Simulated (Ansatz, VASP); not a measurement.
## One calculation of Cd2Te, two programs

```
CELL_PARAMETERS angstrom
4.30077 0.00000 0.00000
-2.15039 3.72458 0.00000
0.00000 0.00000 5.33937
ATOMIC_POSITIONS crystal
Cd 0.33333 0.66667 0.32630
Cd 0.66667 0.33333 0.67370
Te 0.00000 0.00000 0.00000
```

Alike in both runs: functional PBE; k mesh 12 × 12 × 8; occupations gaussian, width 0.1 eV; no spin polarisation.

Ansatz relaxed the structure, and its values are those at the end. VASP's run is a single point on that final structure, the one shown.

|  | VASP | Ansatz |
| --- | --- | --- |
| version | VASP 6.6.1 | Ansatz 0.2.0 |
| potentials or method | VASP PAW PBE potentials, release 64 (Cd, Te), cutoff 520 eV | scalar-relativistic, plane waves, PAW |
| valence electrons in the cell | 30 | 56 |

```csv
,VASP,Ansatz,Ansatz less VASP
gap on the k mesh at the Fermi level (eV),none,none,-
pressure (GPa),0.2,0.0,-0.16
```

A gap of «none» marks a metal or a gap that the smearing closes. With one functional, cell and mesh, what is left measures potentials, basis and numerics. VASP's potentials hold 30 valence electrons a cell and Ansatz's 56, so a difference there can come from the potentials and not from the codes.

Spin-orbit coupling is off throughout.
